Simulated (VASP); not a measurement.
Set up this calculation in VASP 6.6.1, as the native input.

```yaml
Task: single point
Functional: PBEsol
Dispersion: D4
Potentials_or_basis: VASP PAW PBE potentials, release 64 (Ge_d)
Cutoff: 520 eV
k_mesh: 11 × 11 × 6
Occupations: methfessel-paxton, width 0.1 eV
Spin: no spin polarisation
Dipole_correction: no
Further_INCAR_settings: ALGO = Normal; EDIFF = 1e-06; NBANDS = 21
```

The structure of Ge lies in POSCAR:

```
Ge
1.0
    1.4880530000     -2.5946900000      0.0000000000
    1.4880530000      2.5946900000      0.0000000000
    0.0000000000      0.0000000000      4.7275960000
Ge
2
Direct
    0.6665530000      0.3334470000      0.2500000000
    0.3334470000      0.6665530000      0.7500000000
```

One way to write it, as run:

INCAR

```
SYSTEM = Ge
ALGO = Normal ; EDIFF = 1E-6
ENCUT = 520 ; GGA = PS
ISIF = 2 ; ISMEAR = 1
IVDW = 13 ; LASPH = .True.
LCHARG = .False. ; LREAL = .False.
LWAVE = .False. ; NBANDS = 21
NELM = 80 ; PREC = Accurate
SIGMA = 0.1
```

KPOINTS

```
k-points
0
Gamma
  11 11 6
  0 0 0
```

Potentials or basis: VASP PAW PBE potentials, release 64 (Ge_d).

Command:

```console
$ cat potpaw_PBE.64/Ge_d/POTCAR > POTCAR
$ mpirun -np 1 vasp_std > vasp.out
```

Results of the run:

The pressure is -1.6 GPa, the largest force is 0.008 eV/Å and the band gap on the k mesh is zero (band 14 reaches 13.67 eV, above the bottom of band 15 at 4.30 eV). The dispersion energy per atom is -0.229 eV.

Caveat: the PAW data sets were made with another functional, which shifts forces and pressure a little; pairwise dispersion overbinds metals, which lowers pressure and volume.

Run time: 61 s on 1 thread of AMD EPYC 7R13 Processor (Zen 3), on a shared host, peak memory 0.18 GiB.
